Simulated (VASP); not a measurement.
# NiGe3 (Pm-3m) in VASP: further runs, part 2 of 2

VASP 6.6.1.

## 3. Relaxation of cell and atoms, PBE

File INCAR:

```
SYSTEM = NiGe3
PREC = Accurate
ENCUT = 600
EDIFF = 1E-7
ISMEAR = 0
SIGMA = 0.1
LREAL = .False.
LASPH = .True.
NELM = 80
ALGO = Normal
ISIF = 3
LWAVE = .False.
LCHARG = .False.
GGA = PE
IBRION = 2
NSW = 100
EDIFFG = -0.01
```

File KPOINTS:

```
regular mesh
0
Gamma
  10 10 10
  0 0 0
```

File POSCAR:

```
NiGe3
1.0
    4.0326394089      0.0000000000      0.0000000000
    0.0000000000      4.0326394089      0.0000000000
    0.0000000000      0.0000000000      4.0326394089
Ge Ni
3 1
Direct
    0.0000000000      0.5000000000      0.5000000000
    0.5000000000      0.0000000000      0.5000000000
    0.5000000000      0.5000000000      0.0000000000
    0.0000000000      0.0000000000      0.0000000000
```

Potentials or basis: VASP PAW PBE potentials, release 64 (Ge_d, Ni).

Launch:

```sh
> cat potpaw_PBE.64/Ge_d/POTCAR potpaw_PBE.64/Ni/POTCAR > POTCAR
> mpirun -np 1 vasp_std > vasp.out
```

OUTCAR:

```text
SYSTEM = NiGe3
   PREC = Accurate
   ENCUT = 600
   EDIFF = 1E-7
   ISMEAR = 0
   LREAL = .False.
   LASPH = .True.
   NELM = 80
   ISIF = 3
   GGA = PE
   IBRION = 2
   NSW = 100
   EDIFFG = -0.01

 ion  position               nearest neighbor table
   1  0.000  0.500  0.500-   2 2.85   3 2.85   4 2.85   3 2.85   4 2.85   2 2.85   4 2.85   4 2.85
                             2 2.85   3 2.85   3 2.85   2 2.85
   2  0.500  0.000  0.500-   1 2.85   3 2.85   4 2.85   3 2.85   4 2.85   1 2.85   3 2.85   3 2.85
                             1 2.85   4 2.85   4 2.85   1 2.85
   3  0.500  0.500  0.000-   1 2.85   2 2.85   4 2.85   1 2.85   2 2.85   2 2.85   4 2.85   2 2.85
                             1 2.85   4 2.85   1 2.85   4 2.85
   4  0.000  0.000  0.000-   1 2.85   2 2.85   3 2.85   1 2.85   2 2.85   1 2.85   3 2.85   1 2.85
                             2 2.85   3 2.85   2 2.85   3 2.85

  LATTYP: Found a simple cubic cell.
 ALAT       =     4.0326394089

  Lattice vectors:

 A1 = (   4.0326394089,   0.0000000000,   0.0000000000)
 A2 = (   0.0000000000,   4.0326394089,   0.0000000000)
 A3 = (   0.0000000000,   0.0000000000,   4.0326394089)

Analysis of symmetry for initial positions (statically):
=====================================================================
 Subroutine PRICEL returns:
 Original cell was already a primitive cell.

 Routine SETGRP: Setting up the symmetry group for a
 simple cubic supercell.

 Subroutine GETGRP returns: Found 48 space group operations
 (whereof 48 operations were pure point group operations)
 out of a pool of 48 trial point group operations.

The static configuration has the point symmetry O_h .

Analysis of symmetry for dynamics (positions and initial velocities):
=====================================================================
 Subroutine PRICEL returns:
[... 185 lines left out ...]
      0.00000      2.01632      2.01632         0.000000      0.000000      0.000000
      2.01632      0.00000      2.01632         0.000000      0.000000      0.000000
      2.01632      2.01632      0.00000         0.000000      0.000000      0.000000
      0.00000      0.00000      0.00000         0.000000      0.000000      0.000000
 -----------------------------------------------------------------------------------
    total drift:                                0.000000     -0.000000     -0.000000

  FREE ENERGIE OF THE ION-ELECTRON SYSTEM (eV)
  ---------------------------------------------------
  free  energy   TOTEN  =       -17.9500351142 eV

  energy  without entropy=      -17.9354592766  energy(sigma->0) =      -17.94274720

--------------------------------------- Ionic step        2  -------------------------------------------

 number of electron      51.9999964 magnetization

 Free energy of the ion-electron system (eV)
  ---------------------------------------------------
  ext. energy  EPLUGINS =         0.00000000
  ---------------------------------------------------
  free energy    TOTEN  =       -17.95013182 eV

  energy without entropy =      -17.93548682  energy(sigma->0) =      -17.94280932

 E-fermi :   7.5630     XC(G=0): -11.7596

 val. band max:        7.5567107390   @ k =   0.3000   0.2000   0.0000
 cond. band min:       7.5959997043   @ k =   0.5000   0.4000   0.0000
 fundamental gap:      0.0392889653
 Fermi energy:         7.5630377530

 k-point     1 :       0.0000    0.0000    0.0000
  band No.  band energies     occupation
      1     -17.2841      2.00000
      2     -17.2841      2.00000
      3     -17.2841      2.00000
      4     -17.2783      2.00000
      5     -17.1944      2.00000
      6     -17.1944      2.00000
[... 805 lines left out ...]
     30      10.8782      0.00000
     31      11.5592      0.00000

 [... further k-points ...]
[... 5 lines left out ...]
  --------------------------------------------------------------------------------------
  -------------------------------------------------------------------------------------
  Total        0.0100616      0.0100616      0.0100616      0.0000000      0.0000000      0.0000000
  in kB        0.2452546      0.2452546      0.2452546      0.0000000      0.0000000      0.0000000
  external PRESSURE =       0.2452546 kB  Pullay stress =       0.0000000 kB

 VOLUME and BASIS-vectors are now :
 -----------------------------------------------------------------------------
  energy-cutoff  :      600.00
  volume of cell :       65.73
      direct lattice vectors                 reciprocal lattice vectors
     4.035714674  0.000000000  0.000000000     0.247787587 -0.000000000 -0.000000000
     0.000000000  4.035714674 -0.000000000    -0.000000000  0.247787587 -0.000000000
     0.000000000  0.000000000  4.035714674    -0.000000000  0.000000000  0.247787587

 POSITION                                       TOTAL-FORCE (eV/Angst)
 -----------------------------------------------------------------------------------
      0.00000      2.01786      2.01786        -0.000000      0.000000      0.000000
      2.01786      0.00000      2.01786         0.000000      0.000000      0.000000
      2.01786      2.01786      0.00000         0.000000     -0.000000      0.000000
      0.00000      0.00000      0.00000         0.000000     -0.000000      0.000000
 -----------------------------------------------------------------------------------
    total drift:                                0.000000     -0.000000     -0.000000

  FREE ENERGIE OF THE ION-ELECTRON SYSTEM (eV)
  ---------------------------------------------------
  free  energy   TOTEN  =       -17.9501318216 eV

  energy  without entropy=      -17.9354868225  energy(sigma->0) =      -17.94280932

 reached required accuracy - stopping structural energy minimisation
```

Run time: 95 s. Hardware: 1 thread of Intel Xeon 6975P-C (Granite Rapids), shared host; peak memory 0.26 GiB.

Results:

```
Free energy                            : -17.9501 eV
Relaxed volume                         : 16.43 Å³/atom
Relaxed cell                           : a = 4.036 Å, b = 4.036 Å, c = 4.036 Å, α = 90.00°, β = 90.00°, γ = 90.00°
Space group after relaxing (to 0.05 Å) : Pm-3m (No. 221)
Energy gained by relaxing              : 0.0 meV/atom
Ionic steps                            : 2
Pressure after relaxing                : 0.0 GPa
Band gap on the k mesh                 : zero (band 26 reaches 7.96 eV, above the bottom of band 27 at 6.77 eV)
```

Final structure:
```cif
data_structure
_symmetry_space_group_name_H-M 'P 1'
_symmetry_Int_Tables_number 1
_cell_length_a 4.0357
_cell_length_b 4.0357
_cell_length_c 4.0357
_cell_angle_alpha 90.000
_cell_angle_beta 90.000
_cell_angle_gamma 90.000
_cell_volume 65.73
loop_
_atom_site_label
_atom_site_type_symbol
_atom_site_fract_x
_atom_site_fract_y
_atom_site_fract_z
_atom_site_occupancy
Ge1 Ge 0.00000 0.50000 0.50000 1
Ge2 Ge 0.50000 0.00000 0.50000 1
Ge3 Ge 0.50000 0.50000 0.00000 1
Ni1 Ni 0.00000 0.00000 0.00000 1
```

Spin polarisation is off, so any magnetic state and its effect on volume and gap are missing.
